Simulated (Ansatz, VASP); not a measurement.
One calculation of Mg3SnO, two programs

```
Sn O Mg
1.0
     4.34513    0.00000    0.00000
     0.00000    4.34513    0.00000
     0.00000    0.00000    4.34513
Sn O Mg
1 1 3
Direct
  0.00000 0.00000 0.00000
  0.50000 0.50000 0.50000
  0.50000 0.50000 0.00000
  0.50000 0.00000 0.50000
  0.00000 0.50000 0.50000
```

Alike in both runs: task single point; functional r2SCAN; k mesh 6 × 6 × 6; occupations fermi-dirac, width 0.02 eV; no spin polarisation.

|  | VASP | Ansatz |
| --- | --- | --- |
| version | VASP 6.6.1 | Ansatz 0.2.0 |
| potentials or method | VASP PAW PBE potentials, release 64 (Sn_d, O, Mg) | plane waves, PAW |
| plane-wave cutoff (eV) | 520 | 500 |
| valence electrons in the cell | 26 | 50 |

```csv
,VASP,Ansatz,Ansatz less VASP
pressure (GPa),-0.5,0.0,+0.50
```

VASP's potentials were made for PBE, not for r2SCAN. VASP's potentials hold 26 valence electrons a cell and Ansatz's 50, so a difference there can come from the potentials and not from the codes.
